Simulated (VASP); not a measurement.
# NaH8 (Pm-3m) in VASP: notebook, part 2 of 2

VASP 6.6.1.

## 4. Relaxation of cell and atoms, PBE

This run uses another cell than the first one, of 8.47 Å³/atom.

INCAR

```
SYSTEM = NaH8
PREC     = Accurate       ! precision mode
ENCUT    = 600            ! plane-wave cutoff, eV
EDIFF    = 1E-6           ! SCF threshold, eV
ISMEAR   = 0              ! smearing method
SIGMA    = 0.1            ! smearing width, eV
LREAL    = .False.        ! projectors in reciprocal space
LASPH    = .True.         ! aspherical terms in the spheres
NELM     = 100            ! most SCF steps
ALGO     = Normal         ! electronic algorithm
ISIF     = 3              ! what is computed and relaxed
LWAVE    = .False.        ! write WAVECAR
LCHARG   = .False.        ! write CHGCAR
GGA      = PE             ! functional
IBRION   = 2              ! ionic algorithm
NSW      = 90             ! ionic steps
EDIFFG   = -0.04          ! ionic threshold
```

KPOINTS

```
regular mesh
0
Gamma
  4 4 4
  0 0 0
```

POSCAR

```
NaH8
1.0
    4.2405752600      0.0000000000      0.0000000000
    0.0000000000      4.2405752600      0.0000000000
    0.0000000000      0.0000000000      4.2405752600
Na H
1 8
Direct
    0.0000000000      0.0000000000      0.0000000000
    0.7204308900      0.7204308900      0.7204308900
    0.2795691100      0.2795691100      0.7204308900
    0.2795691100      0.7204308900      0.2795691100
    0.7204308900      0.2795691100      0.2795691100
    0.7204308900      0.7204308900      0.2795691100
    0.2795691100      0.2795691100      0.2795691100
    0.7204308900      0.2795691100      0.7204308900
    0.2795691100      0.7204308900      0.7204308900
```

Potentials or basis: VASP PAW PBE potentials, release 64 (Na_pv, H).

Launch:

```
cat potpaw_PBE.64/Na_pv/POTCAR potpaw_PBE.64/H/POTCAR > POTCAR
mpirun -np 1 vasp_std > vasp.out
```

OUTCAR:

```text
SYSTEM = NaH8
   PREC = Accurate
   ENCUT = 600
   EDIFF = 1E-6
   ISMEAR = 0
   LREAL = .False.
   LASPH = .True.
   NELM = 100
   ISIF = 3
   GGA = PE
   IBRION = 2
   NSW = 90
   EDIFFG = -0.04

 ion  position               nearest neighbor table
   1  0.000  0.000  0.000-
   2  0.720  0.720  0.720-
   3  0.280  0.280  0.720-
   4  0.280  0.720  0.280-
   5  0.720  0.280  0.280-
   6  0.720  0.720  0.280-
   7  0.280  0.280  0.280-
   8  0.720  0.280  0.720-
   9  0.280  0.720  0.720-

  LATTYP: Found a simple cubic cell.
 ALAT       =     4.2405752600

  Lattice vectors:

 A1 = (   4.2405752600,   0.0000000000,   0.0000000000)
 A2 = (   0.0000000000,   4.2405752600,   0.0000000000)
 A3 = (   0.0000000000,   0.0000000000,   4.2405752600)

Analysis of symmetry for initial positions (statically):
=====================================================================
 Subroutine PRICEL returns:
 Original cell was already a primitive cell.

 Routine SETGRP: Setting up the symmetry group for a
 simple cubic supercell.

 Subroutine GETGRP returns: Found 48 space group operations
 (whereof 48 operations were pure point group operations)
[... 163 lines left out ...]
  free energy    TOTEN  =       -16.38541243 eV

  energy without entropy =      -16.35771632  energy(sigma->0) =      -16.37156438

------------------------ aborting loop because EDIFF is reached ----------------------------------------

  FORCE on cell =-STRESS in cart. coord.  units (eV):
  Direction    XX          YY          ZZ          XY          YZ          ZX
  --------------------------------------------------------------------------------------
  -------------------------------------------------------------------------------------
  Total       -3.8603742     -3.8603742     -3.8603742      0.0000000      0.0000000      0.0000000
  in kB      -81.1083671    -81.1083671    -81.1083671      0.0000000      0.0000000      0.0000000
  external PRESSURE =     -81.1083671 kB  Pullay stress =       0.0000000 kB
[... 415 lines left out ...]
 k-point    10 :       0.5000    0.5000    0.5000
  band No.  band energies     occupation
      1     -25.2620      2.00000
      2     -21.2476      2.00000
      3     -21.2476      2.00000
      4     -21.2476      2.00000
      5      -4.7085      2.00000
      6      -4.7085      2.00000
      7      -4.7085      2.00000
      8       6.1785      0.00000
      9       6.1785      0.00000
     10       6.1785      0.00000
     11      12.1902      0.00000
     12      15.3932      0.00000

[... ionic steps 4 to 12 ...]

--------------------------------------- Ionic step       13  -------------------------------------------

 number of electron      14.9999992 magnetization

------------------------ aborting loop because EDIFF is reached ----------------------------------------
[... 81 lines left out ...]
--------------------------------------- Ionic step       15  -------------------------------------------

 number of electron      15.0000002 magnetization

 Free energy of the ion-electron system (eV)
  ---------------------------------------------------
  ext. energy  EPLUGINS =         0.00000000
  ---------------------------------------------------
  free energy    TOTEN  =       -22.13234805 eV

  energy without entropy =      -22.12213019  energy(sigma->0) =      -22.12723912

 E-fermi :   1.2134     XC(G=0):  -8.0366

 val. band max:        1.1832183054   @ k =   0.5000   0.2500   0.2500
 cond. band min:       1.3232580148   @ k =   0.0000   0.0000   0.0000
 fundamental gap:      0.1400397093
 Fermi energy:         1.2134346485
[... 184 lines left out ...]
  FREE ENERGIE OF THE ION-ELECTRON SYSTEM (eV)
  ---------------------------------------------------
  free  energy   TOTEN  =       -22.1323480452 eV

  energy  without entropy=      -22.1221301907  energy(sigma->0) =      -22.12723912

 reached required accuracy - stopping structural energy minimisation
```

OSZICAR:

```text
N       E                     dE             d eps       ncg     rms          rms(c)
DAV:   1     0.625084112514E+02    0.62508E+02   -0.72655E+03   240   0.119E+03
DAV:   2    -0.120532747739E+02   -0.74562E+02   -0.70883E+02   252   0.253E+02
DAV:   3    -0.163052163659E+02   -0.42519E+01   -0.41006E+01   280   0.600E+01
[... 134 lines left out ...]
DAV:   2    -0.221372481436E+02    0.13717E-01   -0.21172E-02   272   0.214E+00    0.475E-01
DAV:   3    -0.221326182425E+02    0.46299E-02   -0.86721E-03   272   0.134E+00    0.450E-02
DAV:   4    -0.221323884053E+02    0.22984E-03   -0.26888E-04   260   0.273E-01    0.200E-02
DAV:   5    -0.221323484752E+02    0.39930E-04   -0.43761E-05   272   0.955E-02    0.429E-03
DAV:   6    -0.221323480452E+02    0.42993E-06   -0.18929E-06   216   0.207E-02
  15 F= -.22132348E+02 E0= -.22127239E+02  d E =-.855465E-02
```

CONTCAR:

```text
NaH8
   1.00000000000000
     4.0204664346752939   -0.0000000000000000    0.0000000000000000
     0.0000000000000000    4.0204664346752939    0.0000000000000000
    -0.0000000000000000   -0.0000000000000000    4.0204664346752939
  Na              H
     1     8
Direct
     0.0000000000000000    0.0000000000000000    0.0000000000000000
     0.6519500897984395    0.6519500897984396    0.6519500897984396
     0.3480499102015603    0.3480499102015603    0.6519500897984395
     0.3480499102015603    0.6519500897984395    0.3480499102015603
     0.6519500897984396    0.3480499102015603    0.3480499102015603
     0.6519500897984395    0.6519500897984395    0.3480499102015603
     0.3480499102015603    0.3480499102015603    0.3480499102015603
     0.6519500897984395    0.3480499102015603    0.6519500897984395
     0.3480499102015603    0.6519500897984395    0.6519500897984395

  0.00000000E+00  0.00000000E+00  0.00000000E+00
  0.00000000E+00  0.00000000E+00  0.00000000E+00
  0.00000000E+00  0.00000000E+00  0.00000000E+00
  0.00000000E+00  0.00000000E+00  0.00000000E+00
  0.00000000E+00  0.00000000E+00  0.00000000E+00
  0.00000000E+00  0.00000000E+00  0.00000000E+00
  0.00000000E+00  0.00000000E+00  0.00000000E+00
  0.00000000E+00  0.00000000E+00  0.00000000E+00
  0.00000000E+00  0.00000000E+00  0.00000000E+00
```

Wall time 1.9 min (1 thread of Intel Xeon Platinum 8259CL at 2.50GHz (Skylake/Cascade Lake), shared host); peak memory 0.2 GiB.

What came out:

* Free energy: -22.1323 eV
* Relaxed volume: 7.22 Å³/atom
* Relaxed cell: a = 4.020 Å, b = 4.020 Å, c = 4.020 Å, α = 90.00°, β = 90.00°, γ = 90.00°
* Space group after relaxing (to 0.1 Å): Pm-3m (No. 221)
* Pressure after relaxing: -0.1 GPa
* Largest force after relaxing: 0.020 eV/Å
* Band gap on the k mesh: zero (an odd number of electrons rules out a gap without spin polarisation)

Forces on the atoms (eV/Å):
```
Na   0.000  0.000  0.000
H   -0.011 -0.011 -0.011
H    0.011  0.011 -0.011
H    0.011 -0.011  0.011
H   -0.011  0.011  0.011
H   -0.011 -0.011  0.011
H    0.011  0.011  0.011
H   -0.011  0.011 -0.011
H    0.011 -0.011 -0.011
```

Final structure:
```xyz
9
Lattice="4.0205 0.0000 0.0000 0.0000 4.0205 0.0000 0.0000 0.0000 4.0205" Properties=species:S:1:pos:R:3 pbc="T T T"
Na    0.0000    0.0000    0.0000
H     2.6211    2.6211    2.6211
H     1.3993    1.3993    2.6211
H     1.3993    2.6211    1.3993
H     2.6211    1.3993    1.3993
H     2.6211    2.6211    1.3993
H     1.3993    1.3993    1.3993
H     2.6211    1.3993    2.6211
H     1.3993    2.6211    2.6211
```

Levels at points of the mesh, in eV from the Fermi level:
```tsv
k point	band 5	band 6	band 7	band 8	band 9	band 10
(0.00, 0.00, 0.00)	-4.97	-4.97	-4.97	0.11	3.51	3.51
(0.50, 0.00, 0.00)	-6.95	-4.62	-4.62	1.70	1.70	2.40
(0.50, 0.50, 0.00)	-6.27	-6.27	-4.25	-1.44	2.19	2.19
(0.50, 0.50, 0.50)	-5.78	-5.78	-5.78	-0.44	-0.44	-0.44
```

Caveat: the k points lie up to 0.39 Å⁻¹ apart in the final cell, too coarse for converged energies and pressures of a metal.

## 5. Single point, PBE

This run uses another cell than the first one, of 7.11 Å³/atom.

INCAR

```
SYSTEM = NaH8
  PREC = Accurate
  ENCUT = 520
  EDIFF = 1E-6
  ISMEAR = 0
  SIGMA = 0.1
  LREAL = .FALSE.
  LASPH = .TRUE.
  NELM = 80
  ALGO = Normal
  ISIF = 2
  LWAVE = .FALSE.
  LCHARG = .TRUE.
  GGA = PE
  LELF = .TRUE.
  LVHAR = .TRUE.
  NBANDS = 18
```

KPOINTS

```
Automatic mesh
0
G
  10 10 10
  0 0 0
```

POSCAR

```
NaH8
1.0
    3.9997210954      0.0000000000      0.0000000000
    0.0000000000      3.9997210954      0.0000000000
    0.0000000000      0.0000000000      3.9997210954
Na H
1 8
Direct
    0.0000000000      0.0000000000      0.0000000000
    0.6524573086      0.6524573086      0.6524573086
    0.3475426914      0.3475426914      0.6524573086
    0.3475426914      0.6524573086      0.3475426914
    0.6524573086      0.3475426914      0.3475426914
    0.6524573086      0.6524573086      0.3475426914
    0.3475426914      0.3475426914      0.3475426914
    0.6524573086      0.3475426914      0.6524573086
    0.3475426914      0.6524573086      0.6524573086
```

Potentials or basis: VASP PAW PBE potentials, release 64 (Na_pv, H).

Launch:

```
cat potpaw_PBE.64/Na_pv/POTCAR potpaw_PBE.64/H/POTCAR > POTCAR
mpirun -np 1 vasp_std > vasp.out
```

OUTCAR:

```text
SYSTEM = NaH8
   PREC = Accurate
   ENCUT = 520
   EDIFF = 1E-6
   ISMEAR = 0
   LREAL = .FALSE.
   LASPH = .TRUE.
   NELM = 80
   ISIF = 2
   GGA = PE

 ion  position               nearest neighbor table
   1  0.000  0.000  0.000-
   2  0.652  0.652  0.652-
   3  0.348  0.348  0.652-
   4  0.348  0.652  0.348-
   5  0.652  0.348  0.348-
   6  0.652  0.652  0.348-
   7  0.348  0.348  0.348-
   8  0.652  0.348  0.652-
[... 719 lines left out ...]
  Total       -0.0837776     -0.0837776     -0.0837776      0.0000000      0.0000000     -0.0000000
  in kB       -2.0977280     -2.0977280     -2.0977280      0.0000000      0.0000000     -0.0000000
  external PRESSURE =      -2.0977280 kB  Pullay stress =       0.0000000 kB

 VOLUME and BASIS-vectors are now :
 -----------------------------------------------------------------------------
  energy-cutoff  :      520.00
  volume of cell :       63.99
      direct lattice vectors                 reciprocal lattice vectors
     3.999721095  0.000000000  0.000000000     0.250017433  0.000000000  0.000000000
     0.000000000  3.999721095  0.000000000     0.000000000  0.250017433  0.000000000
     0.000000000  0.000000000  3.999721095     0.000000000  0.000000000  0.250017433

 POSITION                                       TOTAL-FORCE (eV/Angst)
 -----------------------------------------------------------------------------------
      0.00000      0.00000      0.00000         0.000000     -0.000000     -0.000000
      2.60965      2.60965      2.60965         0.002786      0.002786      0.002786
      1.39007      1.39007      2.60965        -0.002786     -0.002786      0.002786
      1.39007      2.60965      1.39007        -0.002786      0.002786     -0.002786
      2.60965      1.39007      1.39007         0.002786     -0.002786     -0.002786
      2.60965      2.60965      1.39007         0.002786      0.002786     -0.002786
      1.39007      1.39007      1.39007        -0.002786     -0.002786     -0.002786
      2.60965      1.39007      2.60965         0.002786     -0.002786      0.002786
      1.39007      2.60965      2.60965        -0.002786      0.002786      0.002786
 -----------------------------------------------------------------------------------
    total drift:                               -0.000000      0.000000     -0.000000

  FREE ENERGIE OF THE ION-ELECTRON SYSTEM (eV)
  ---------------------------------------------------
  free  energy   TOTEN  =       -22.1970896670 eV

  energy  without entropy=      -22.1944711604  energy(sigma->0) =      -22.19578041
```

Run time: 45 s. Hardware: 1 thread of Intel Xeon Platinum 8259CL at 2.50GHz (Skylake/Cascade Lake), shared host; peak memory 0.19 GiB.

What came out:

- Free energy: -22.1971 eV
- Pressure: -0.2 GPa
- Largest force: 0.005 eV/Å
- Band gap on the k mesh: zero (an odd number of electrons rules out a gap without spin polarisation)

Forces on the atoms (eV/Å):
```
Na   0.000  0.000  0.000
H    0.003  0.003  0.003
H   -0.003 -0.003  0.003
H   -0.003  0.003 -0.003
H    0.003 -0.003 -0.003
H    0.003  0.003 -0.003
H   -0.003 -0.003 -0.003
H    0.003 -0.003  0.003
H   -0.003  0.003  0.003
```

## 6. Relaxation of cell and atoms, PBE

INCAR

```
SYSTEM = NaH8
PREC = Accurate
ENCUT = 600
EDIFF = 1E-6
ISMEAR = 0
SIGMA = 0.1
LREAL = .FALSE.
LASPH = .TRUE.
NELM = 100
ALGO = Normal
ISIF = 3
LWAVE = .FALSE.
LCHARG = .FALSE.
GGA = PE
IBRION = 2
NSW = 100
EDIFFG = -0.01
```

KPOINTS is that of step 5.

POSCAR

```
NaH8
1.0
    4.0361407636      0.0000000000      0.0000000000
    0.0000000000      4.0361407636      0.0000000000
    0.0000000000      0.0000000000      4.0361407636
Na H
1 8
Direct
    0.0000000000      0.0000000000      0.0000000000
    0.6509102011      0.6509102011      0.6509102011
    0.3490897989      0.3490897989      0.6509102011
    0.3490897989      0.6509102011      0.3490897989
    0.6509102011      0.3490897989      0.3490897989
    0.6509102011      0.6509102011      0.3490897989
    0.3490897989      0.3490897989      0.3490897989
    0.6509102011      0.3490897989      0.6509102011
    0.3490897989      0.6509102011      0.6509102011
```

Potentials or basis: VASP PAW PBE potentials, release 64 (Na_pv, H).

Launch:

```
cat potpaw_PBE.64/Na_pv/POTCAR potpaw_PBE.64/H/POTCAR > POTCAR
mpirun -np 1 vasp_std > vasp.out
```

OUTCAR:

```text
SYSTEM = NaH8
   PREC = Accurate
   ENCUT = 600
   EDIFF = 1E-6
   ISMEAR = 0
   LREAL = .FALSE.
   LASPH = .TRUE.
   NELM = 100
   ISIF = 3
   GGA = PE
   IBRION = 2
   NSW = 100
   EDIFFG = -0.01

 ion  position               nearest neighbor table
   1  0.000  0.000  0.000-
   2  0.651  0.651  0.651-
   3  0.349  0.349  0.651-
   4  0.349  0.651  0.349-
   5  0.651  0.349  0.349-
   6  0.651  0.651  0.349-
   7  0.349  0.349  0.349-
   8  0.651  0.349  0.651-
   9  0.349  0.651  0.651-

  LATTYP: Found a simple cubic cell.
 ALAT       =     4.0361407636

  Lattice vectors:

 A1 = (   4.0361407636,   0.0000000000,   0.0000000000)
 A2 = (   0.0000000000,   4.0361407636,   0.0000000000)
[... 552 lines left out ...]
 k-point     1 :       0.0000    0.0000    0.0000
  band No.  band energies     occupation
      1     -23.8234      2.00000
      2     -23.8234      2.00000
      3     -23.8234      2.00000
      4     -12.5058      2.00000
      5      -3.6839      2.00000
      6      -3.6839      2.00000
      7      -3.6839      2.00000
      8       1.4511      0.20384
      9       4.8421      0.00000
     10       4.8421      0.00000
     11       4.8421      0.00000
     12       4.9857      0.00000
[... 331 lines left out ...]
 k-point    24 :       0.3000    0.1000    0.1000
  band No.  band energies     occupation
      1     -23.8305      2.00000
      2     -23.8236      2.00000
      3     -23.8235      2.00000
      4     -12.1841      2.00000
      5      -5.0352      2.00000
      6      -3.6700      2.00000
      7      -3.6062      2.00000
      8       2.8109      0.00000
      9       3.2324      0.00000
     10       3.7050      0.00000
     11       4.7106      0.00000
     12       6.2884      0.00000

 [... further k-points ...]

------------------------ aborting loop because EDIFF is reached ----------------------------------------

  FORCE on cell =-STRESS in cart. coord.  units (eV):
  Direction    XX          YY          ZZ          XY          YZ          ZX
  --------------------------------------------------------------------------------------
  -------------------------------------------------------------------------------------
  Total       -0.0106564     -0.0106564     -0.0106564      0.0000000      0.0000000     -0.0000000
  in kB       -0.2683037     -0.2683037     -0.2683037      0.0000000      0.0000000     -0.0000000
  external PRESSURE =      -0.2683037 kB  Pullay stress =       0.0000000 kB
[... 24 lines left out ...]
  FREE ENERGIE OF THE ION-ELECTRON SYSTEM (eV)
  ---------------------------------------------------
  free  energy   TOTEN  =       -22.2023026567 eV

  energy  without entropy=      -22.1997275699  energy(sigma->0) =      -22.20101511

 reached required accuracy - stopping structural energy minimisation
```

OSZICAR:

```text
N       E                     dE             d eps       ncg     rms          rms(c)
DAV:   1     0.649788711865E+02    0.64979E+02   -0.75232E+03  1344   0.122E+03
DAV:   2    -0.172674263955E+02   -0.82246E+02   -0.76654E+02  1416   0.266E+02
DAV:   3    -0.229312880374E+02   -0.56639E+01   -0.55252E+01  1628   0.708E+01
[... 59 lines left out ...]
       N       E                     dE             d eps       ncg     rms          rms(c)
DAV:   1    -0.222023281585E+02   -0.63634E-04   -0.19844E-03  1500   0.587E-01    0.341E-02
DAV:   2    -0.222023095008E+02    0.18658E-04   -0.37745E-05  1452   0.837E-02    0.175E-02
DAV:   3    -0.222023030152E+02    0.64856E-05   -0.12888E-05  1600   0.491E-02    0.177E-03
DAV:   4    -0.222023026567E+02    0.35850E-06   -0.34544E-07   732   0.101E-02
   9 F= -.22202303E+02 E0= -.22201015E+02  d E =-.388580E-04
```

It took 1.9 min on 1 thread of Intel Xeon Platinum 8259CL at 2.50GHz (Skylake/Cascade Lake), shared host; peak memory 0.2 GiB.

Results:

- Free energy: -22.2023 eV
- Relaxed volume: 7.07 Å³/atom
- Relaxed cell: a = 3.992 Å, b = 3.992 Å, c = 3.992 Å, α = 90.00°, β = 90.00°, γ = 90.00°
- Space group after relaxing (to 0.1 Å): Pm-3m (No. 221)
- Energy gained by relaxing: 0.4 meV/atom
- Ionic steps: 9
- Pressure after relaxing: 0.0 GPa
- Largest force after relaxing: 0.007 eV/Å
- Band gap on the k mesh: zero (an odd number of electrons rules out a gap without spin polarisation)

Forces in eV/Å, atoms in the order of the input:
```
Na   0.000  0.000  0.000
H   -0.004 -0.004 -0.004
H    0.004  0.004 -0.004
H    0.004 -0.004  0.004
H   -0.004  0.004  0.004
H   -0.004 -0.004  0.004
H    0.004  0.004  0.004
H   -0.004  0.004 -0.004
H    0.004 -0.004 -0.004
```

Step by step:
```csv
step,energy change (eV),largest force (eV/Å),pressure (GPa),volume (Å³)
1,0.0000,0.0291,-0.37,65.75
2,-0.0007,0.0225,-0.38,65.59
3,-0.0022,0.0026,-0.36,65.12
4,-0.0031,0.0381,-0.35,64.18
5,-0.0037,0.0221,-0.16,63.83
6,-0.0038,0.0124,-0.03,63.62
7,-0.0038,0.0101,0.01,63.57
8,-0.0038,0.0110,-0.04,63.59
9,-0.0038,0.0068,-0.03,63.63
```

Final structure:
```xyz
9
Lattice="3.9924 0.0000 0.0000 0.0000 3.9924 0.0000 0.0000 0.0000 3.9924" Properties=species:S:1:pos:R:3 pbc="T T T"
Na    0.0000    0.0000    0.0000
H     2.6065    2.6065    2.6065
H     1.3859    1.3859    2.6065
H     1.3859    2.6065    1.3859
H     2.6065    1.3859    1.3859
H     2.6065    2.6065    1.3859
H     1.3859    1.3859    1.3859
H     2.6065    1.3859    2.6065
H     1.3859    2.6065    2.6065
```

## 7. The runs side by side

```csv
task,cell,k mesh,cutoff (eV),gap on the mesh (eV),pressure (GPa),relaxed volume (Å³/atom),largest force (eV/Å)
single point,"a = 4.036 Å, 9 atoms, atomic positions A",4 × 4 × 4,520,none,-0.2,-,-
single point,"a = 4.241 Å, 9 atoms, atomic positions B",4 × 4 × 4,520,none,-8.2,-,1.64
relaxation of cell and atoms,"relaxed from a = 4.241 Å, 9 atoms, atomic positions B",4 × 4 × 4,600,none,-0.1,7.22,0.02
single point,"a = 4.000 Å, 9 atoms, atomic positions C",10 × 10 × 10,520,none,-0.2,-,-
relaxation of cell and atoms,"relaxed from a = 4.036 Å, 9 atoms, atomic positions A",10 × 10 × 10,600,none,0.0,7.07,0.01
```

Alike in all rows: level PBE; potentials or basis VASP PAW PBE potentials, release 64 (Na_pv, H); no spin polarisation; smearing gaussian 0.1 eV.

Caveats: some runs use coarse meshes; forces of over 1 eV/Å act on the atoms, so gaps and moduli don't describe the material at rest (at least some runs).

Absolute energies hang on the potentials; compare differences alone.

The gap in the log of VASP goes by the Fermi energy; the results here count the filled bands.